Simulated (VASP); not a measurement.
# Te2Mo (P2_1/m) in VASP: single point with PBE

Aim: the single point of Te2Mo with PBE.

All numbers are computed with VASP 6.6.1; they aren't measurements. Logs are shortened: lines on timing, memory, paths and dates and some standing lists are left out, and cuts for length are marked.

## 1. The cell of the first run

It takes space group P2_1/m (No. 11, monoclinic). The conventional cell has a = 3.557 Å, b = 15.205 Å, c = 3.557 Å, α = 90.00°, β = 120.00°, γ = 90.00°. Te (site symmetry 1) has 3 Mo at 2.74 Å and 7 Te at 3.56 to 3.62 Å within 3.7 Å. Mo (site symmetry m) has 6 Te at 2.74 Å and 6 Mo at 3.56 Å within 3.6 Å.

## 2. Single point, PBE (atoms displaced along a vibrational mode)

Contents of INCAR:

```
ALGO     = Normal         # electronic algorithm
EDIFF    = 1E-6           # SCF threshold, eV
ENCUT    = 520            # plane-wave cutoff, eV
GGA      = PE             # functional
ISIF     = 2              # what is computed and relaxed
ISMEAR   = 0              # smearing method
LASPH    = True           # aspherical terms in the spheres
LCHARG   = False          # write CHGCAR
LREAL    = False          # projectors in reciprocal space
LWAVE    = False          # write WAVECAR
NBANDS   = 35             # bands
NELM     = 80             # most SCF steps
PREC     = Accurate       # precision mode
SIGMA    = 0.05           # smearing width, eV
```

Contents of KPOINTS:

```
k-points
0
Gamma
  12 12 2
```

Contents of POSCAR:

```
Te2Mo
1.0
    3.5570664331      0.0000000000      0.0000000000
   -1.7785332165      3.0805098940      0.0000000000
    0.0000000000      0.0000000000     15.2047186580
Te Mo
4 2
Direct
    0.2079091848      0.5748498174      0.6310943552
    0.7920908152      0.4251501826      0.1310943552
    0.2079091848      0.5748498174      0.8689056448
    0.7920908152      0.4251501826      0.3689056448
    0.4584895844      0.7582874013      0.2500000000
    0.5415104156      0.2417125987      0.7500000000
```

Potentials or basis: VASP PAW PBE potentials, release 64 (Te, Mo_sv).

The run is started by

```
$ cat potpaw_PBE.64/Te/POTCAR potpaw_PBE.64/Mo_sv/POTCAR > POTCAR
$ mpirun -np 1 vasp_std > vasp.out
```

OUTCAR:

```text
EDIFF = 1E-6
   ENCUT = 520
   GGA = PE
   ISIF = 2
   ISMEAR = 0
   LASPH = True
   LREAL = False
   NELM = 80
   PREC = Accurate

 ion  position               nearest neighbor table
   1  0.208  0.575  0.631-   6 2.74   6 2.74   6 2.74   3 3.62
   2  0.792  0.425  0.131-   5 2.74   5 2.74   5 2.74   4 3.62
   3  0.208  0.575  0.869-   6 2.74   6 2.74   6 2.74   1 3.62
   4  0.792  0.425  0.369-   5 2.74   5 2.74   5 2.74   2 3.62
   5  0.458  0.758  0.250-   2 2.74   4 2.74   2 2.74   4 2.74   2 2.74   4 2.74
   6  0.542  0.242  0.750-   1 2.74   3 2.74   1 2.74   3 2.74   1 2.74   3 2.74

  LATTYP: Found a hexagonal cell.
 ALAT       =     3.5570664331
 C/A-ratio  =     4.2745107363

  Lattice vectors:

 A1 = (   3.5570664331,   0.0000000000,   0.0000000000)
 A2 = (  -1.7785332165,   3.0805098940,   0.0000000000)
 A3 = (   0.0000000000,   0.0000000000,  15.2047186580)

Analysis of symmetry for initial positions (statically):
=====================================================================
 Subroutine PRICEL returns:
 Original cell was already a primitive cell.

 Routine SETGRP: Setting up the symmetry group for a
 hexagonal supercell.

 Subroutine GETGRP returns: Found  4 space group operations
 (whereof  2 operations were pure point group operations)
 out of a pool of 24 trial point group operations.

The static configuration has the point symmetry S_2 .
 The point group associated with its full space group is C_2h.

Analysis of symmetry for dynamics (positions and initial velocities):
=====================================================================
 Subroutine PRICEL returns:
 Original cell was already a primitive cell.

 Routine SETGRP: Setting up the symmetry group for a
 hexagonal supercell.

 Subroutine GETGRP returns: Found  4 space group operations
 (whereof  2 operations were pure point group operations)
 out of a pool of 24 trial point group operations.

The dynamic configuration has the point symmetry S_2 .
 The point group associated with its full space group is C_2h.

 Subroutine INISYM returns: Found  4 space group operations
 (whereof  2 operations are pure point group operations),
 and found     1 'primitive' translations

----------------------------------------------------------------------------------------

                                     Primitive cell

  volume of cell :     166.6069

  direct lattice vectors                    reciprocal lattice vectors
     3.557066433  0.000000000  0.000000000     0.281130538  0.162310792  0.000000000
    -1.778533217  3.080509894  0.000000000     0.000000000  0.324621584  0.000000000
     0.000000000  0.000000000 15.204718658     0.000000000  0.000000000  0.065769056

  length of vectors
     3.557066433  3.557066433 15.204718658     0.324621584  0.324621584  0.065769056

  position of ions in fractional coordinates (direct lattice)
     0.207909185  0.574849817  0.631094355
     0.792090815  0.425150183  0.131094355
     0.207909185  0.574849817  0.868905645
     0.792090815  0.425150183  0.368905645
     0.458489584  0.758287401  0.250000000
     0.541510416  0.241712599  0.750000000

  ion indices of the primitive-cell ions
   primitive index   ion index
                 1           1
                 2           2
                 3           3
                 4           4
                 5           5
                 6           6

----------------------------------------------------------------------------------------

 KPOINTS: k-points

Automatic generation of k-mesh.
 Grid dimensions read from file:
 generate k-points for:   12   12    2

 Generating k-lattice:

  Cartesian coordinates                     Fractional coordinates (reciprocal lattice)
     0.023427545  0.013525899  0.000000000     0.083333333  0.000000000  0.000000000
     0.000000000  0.027051799  0.000000000     0.000000000  0.083333333  0.000000000
     0.000000000  0.000000000  0.032884528     0.000000000  0.000000000  0.500000000

  Length of vectors
     0.027051799  0.027051799  0.032884528

  Shift w.r.t. Gamma in fractional coordinates (k-lattice)
     0.000000000  0.000000000  0.000000000

 Subroutine IBZKPT returns following result:
 ===========================================

 Found    148 irreducible k-points:

 Following reciprocal coordinates:
            Coordinates               Weight
  0.000000  0.000000  0.000000      1.000000
  0.083333  0.000000  0.000000      2.000000
  0.000000  0.083333  0.000000      2.000000
 -0.083333  0.083333  0.000000      2.000000
  0.166667  0.000000  0.000000      2.000000
  0.000000  0.166667  0.000000      2.000000
[... 16 lines left out ...]
  0.166667  0.083333  0.000000      2.000000
 -0.083333  0.250000  0.000000      2.000000
 [... further k-points ...]
   k-points           NKPTS =    148   k-points in BZ     NKDIM =    148   number of bands    NBANDS=     35
   number of dos      NEDOS =    301   number of ions     NIONS =      6
   total plane-waves  NPLWV =  94080
   dimension x,y,z NGX =    28 NGY =   28 NGZ =  120
   dimension x,y,z NGXF=    56 NGYF=   56 NGZF=  240
   ions per type =               4   2
   NGX,Y,Z   is equivalent  to a cutoff of  13.09, 13.09, 13.12 a.u.
   NGXF,Y,Z  is equivalent  to a cutoff of  26.17, 26.17, 26.24 a.u.
 SYSTEM =  unknown system
   PREC   = accura    normal or accurate (medium, high low for compatibility)
   ISTART =      0    job   : 0-new  1-cont  2-samecut
   ICHARG =      2    charge: 1-file 2-atom 10-const
   ISPIN  =      1    spin polarized calculation?
   LNONCOLLINEAR =      F non collinear calculations
   LSORBIT =      F    spin-orbit coupling
   LASPH  =      T    aspherical Exc in radial PAW
   ENCUT  =  520.0 eV  38.22 Ry    6.18 a.u.   6.61  6.61 28.27*2*pi/ulx,y,z
   NELM   =     80;   NELMIN=  2; NELMDL= -5     # of ELM steps
   EDIFF  = 0.1E-05   stopping-criterion for ELM
   LREAL  =      F    real-space projection
   EDIFFG = 0.1E-04   stopping-criterion for IOM
   NSW    =      0    number of steps for IOM
   IBRION =     -1    ionic relax: 0-MD 1-quasi-New 2-CG
   NFREE  =      0    steps in history (QN), initial steepest desc. (CG)
   ISIF   =      2    stress and relaxation
   ISYM   =      2    0-nonsym 1-usesym 2-fastsym
   POTIM  = 0.5000    time-step for ionic-motion
   TEBEG  =    0.0;   TEEND  =   0.0 temperature during run
   PSTRESS=    0.0 pullay stress
   NELECT =      52.0000    total number of electrons
   NUPDOWN=      -1.0000    fix difference up-down
   EMIN   =  10.00;   EMAX   =-10.00  energy-range for DOS
   EFERMI =   0.00;   METHOD = LEGACY
   ISMEAR =     0;   SIGMA  =   0.05  broadening in eV -4-tet -1-fermi 0-gaus
   EFERMI_NEDOS =   21; number of points for ismear=-14 and -15
   IALGO  =     38    algorithm
   IMIX   =      4    mixing-type and parameters
     AMIX     =   0.40;   BMIX     =  1.00
     AMIX_MAG =   1.60;   BMIX_MAG =  1.00
  volume/ion in A,a.u.               =      27.77       187.39
  Fermi-wavevector in a.u.,A,eV,Ry     =   1.110482  2.098507 16.778308  1.233171
  Thomas-Fermi vector in A             =   2.247034
   LORBIT       =      0    0 simple, 1 ext, 2 COOP (PROOUT), +10 PAW based schemes
   GGA     = PE    functional components
   LHFCALC =     F    Hartree Fock is set to
   AEXX    =    0.0000 exact exchange contribution
   IVDW    =     0    specifies the selected vdW correction
   LEPSILON=     F    determine dielectric tensor
   LRPA    =     F    only Hartree local field effects (RPA)
 non-spin polarized calculation
 Gauss-broadening in eV      SIGMA  =   0.05
  energy-cutoff  :      520.00
  volume of cell :      166.61
 maximum number of plane-waves:      4544
   NGX = 13   NGY = 13   NGZ = 57

 number of electron      52.0000001 magnetization

 Free energy of the ion-electron system (eV)
  ---------------------------------------------------
  ext. energy  EPLUGINS =         0.00000000
  ---------------------------------------------------
  free energy    TOTEN  =       -36.04651058 eV

  energy without entropy =      -36.04651058  energy(sigma->0) =      -36.04651058

 E-fermi :   7.1099     XC(G=0):  -9.7774

 val. band max:        6.7249307997   @ k =   0.3333   0.3333   0.0000
 cond. band min:       7.7365907623   @ k =  -0.1667   0.4167   0.0000
 fundamental gap:      1.0116599627
 Fermi energy:         7.1098828558

 k-point     1 :       0.0000    0.0000    0.0000
  band No.  band energies     occupation
      1     -53.9983      2.00000
      2     -53.9983      2.00000
      3     -28.1438      2.00000
      4     -28.1438      2.00000
      5     -28.0410      2.00000
      6     -28.0410      2.00000
[... 27 lines left out ...]
     34      10.0355      0.00000
     35      11.9061      0.00000

 k-point     2 :       0.0833    0.0000    0.0000
  band No.  band energies     occupation
      1     -53.9978      2.00000
      2     -53.9978      2.00000
      3     -28.1421      2.00000
      4     -28.1421      2.00000
      5     -28.0487      2.00000
      6     -28.0487      2.00000
[... 27 lines left out ...]
     34       9.8390      0.00000
     35      12.2570      0.00000

 k-point     3 :       0.0000    0.0833    0.0000
  band No.  band energies     occupation
      1     -53.9978      2.00000
      2     -53.9978      2.00000
      3     -28.1421      2.00000
      4     -28.1421      2.00000
      5     -28.0484      2.00000
      6     -28.0484      2.00000
[... 27 lines left out ...]
     34       9.8395      0.00000
     35      12.2456      0.00000

 k-point     4 :      -0.0833    0.0833    0.0000
  band No.  band energies     occupation
      1     -53.9978      2.00000
      2     -53.9978      2.00000
      3     -28.1421      2.00000
      4     -28.1421      2.00000
      5     -28.0484      2.00000
      6     -28.0484      2.00000
[... 27 lines left out ...]
     34       9.8183      0.00000
     35      12.2514      0.00000

 k-point     5 :       0.1667    0.0000    0.0000
  band No.  band energies     occupation
      1     -53.9963      2.00000
      2     -53.9963      2.00000
      3     -28.1375      2.00000
      4     -28.1375      2.00000
      5     -28.0697      2.00000
      6     -28.0697      2.00000
[... 638 lines left out ...]
 k-point    22 :      -0.1667    0.0833    0.0000
  band No.  band energies     occupation
      1     -53.9968      2.00000
      2     -53.9968      2.00000
      3     -28.1390      2.00000
      4     -28.1390      2.00000
      5     -28.0626      2.00000
      6     -28.0626      2.00000
[... 27 lines left out ...]
     34       9.9643      0.00000
     35      12.5624      0.00000

 k-point    23 :       0.1667    0.0833    0.0000
  band No.  band energies     occupation
      1     -53.9950      2.00000
      2     -53.9950      2.00000
      3     -28.1335      2.00000
      4     -28.1335      2.00000
      5     -28.0864      2.00000
      6     -28.0864      2.00000
[... 27 lines left out ...]
     34      10.1672      0.00000
     35      12.7777      0.00000

 k-point    24 :      -0.0833    0.2500    0.0000
  band No.  band energies     occupation
      1     -53.9950      2.00000
      2     -53.9950      2.00000
      3     -28.1336      2.00000
      4     -28.1336      2.00000
      5     -28.0860      2.00000
      6     -28.0860      2.00000
[... 27 lines left out ...]
     34      10.1781      0.00000
     35      12.7472      0.00000

 [... further k-points ...]

------------------------ aborting loop because EDIFF is reached ----------------------------------------

  FORCE on cell =-STRESS in cart. coord.  units (eV):
  Direction    XX          YY          ZZ          XY          YZ          ZX
  --------------------------------------------------------------------------------------
  -------------------------------------------------------------------------------------
  Total        0.0468988     -0.0061061      0.4711857     -0.0044883      0.0000000      0.0000000
  in kB        0.4510032     -0.0587198      4.5311628     -0.0431618      0.0000000      0.0000000
  external PRESSURE =       1.6411487 kB  Pullay stress =       0.0000000 kB

 VOLUME and BASIS-vectors are now :
 -----------------------------------------------------------------------------
  energy-cutoff  :      520.00
  volume of cell :      166.61
      direct lattice vectors                 reciprocal lattice vectors
     3.557066433  0.000000000  0.000000000     0.281130538  0.162310792  0.000000000
    -1.778533217  3.080509894  0.000000000     0.000000000  0.324621584  0.000000000
     0.000000000  0.000000000 15.204718658     0.000000000  0.000000000  0.065769056

 POSITION                                       TOTAL-FORCE (eV/Angst)
 -----------------------------------------------------------------------------------
     -0.28284      1.77083      9.59561         0.022390      0.013775      0.022237
      2.06138      1.30968      1.99325        -0.022390     -0.013775      0.022237
     -0.28284      1.77083     13.21147         0.022390      0.013775     -0.022237
      2.06138      1.30968      5.60911        -0.022390     -0.013775     -0.022237
      0.28224      2.33591      3.80118        -0.014906     -0.007015      0.000000
      1.49629      0.74460     11.40354         0.014906      0.007015      0.000000
 -----------------------------------------------------------------------------------
    total drift:                               -0.000000      0.000000     -0.000000

  FREE ENERGIE OF THE ION-ELECTRON SYSTEM (eV)
  ---------------------------------------------------
  free  energy   TOTEN  =       -36.0465105788 eV

  energy  without entropy=      -36.0465105788  energy(sigma->0) =      -36.04651058
```

Wall time 24 min (1 thread of Oxide Virtual Turin-like, shared host); peak memory 0.77 GiB.

Results:

```yaml
Free_energy: -36.0465 eV
Pressure: 0.2 GPa
Largest_force: 0.034 eV/Å
Band_gap_on_the_k_mesh: 1.01 eV (least direct gap 1.03 eV)
```

Forces in eV/Å, atoms in the order of the input:
```
Te   0.022  0.014  0.022
Te  -0.022 -0.014  0.022
Te   0.022  0.014 -0.022
Te  -0.022 -0.014 -0.022
Mo  -0.015 -0.007  0.000
Mo   0.015  0.007  0.000
```

Levels at points of the mesh, in eV from the valence-band top:
| k point | band 22 | band 23 | band 24 | band 25 | band 26 | band 27 | band 28 | band 29 | band 30 | band 31 |
| --- | --- | --- | --- | --- | --- | --- | --- | --- | --- | --- |
| (0.00, 0.00, 0.00) | -0.91 | -0.91 | -0.84 | -0.77 | -0.09 | 2.97 | 2.97 | 3.02 | 3.04 | 3.23 |
| (0.50, 0.00, 0.00) | -1.34 | -0.90 | -0.65 | -0.40 | -0.32 | 1.35 | 1.37 | 1.66 | 1.72 | 2.81 |
| (0.00, 0.50, 0.00) | -1.45 | -0.86 | -0.67 | -0.38 | -0.33 | 1.35 | 1.36 | 1.57 | 1.77 | 2.93 |
| (0.50, 0.50, 0.00) | -1.58 | -0.82 | -0.72 | -0.37 | -0.35 | 1.36 | 1.36 | 1.59 | 1.78 | 2.84 |
| (0.00, 0.00, 0.50) | -0.91 | -0.91 | -0.91 | -0.24 | -0.24 | 3.00 | 3.00 | 3.00 | 3.00 | 3.28 |
| (0.50, 0.00, 0.50) | -1.70 | -0.73 | -0.73 | -0.36 | -0.36 | 1.36 | 1.36 | 1.68 | 1.68 | 3.00 |
| (0.00, 0.50, 0.50) | -1.66 | -0.75 | -0.75 | -0.36 | -0.36 | 1.36 | 1.36 | 1.68 | 1.68 | 3.22 |
| (0.50, 0.50, 0.50) | -1.66 | -0.77 | -0.77 | -0.36 | -0.36 | 1.36 | 1.36 | 1.69 | 1.69 | 3.17 |

Caveat: the cell differs from its parent crystal (atoms displaced along a vibrational mode); spin-orbit coupling is left out, which moves the levels of the heavy elements; this functional lacks dispersion, which binds the layers, so the pressure and a relaxed spacing across them are unreliable. A k mesh can miss the band edges.
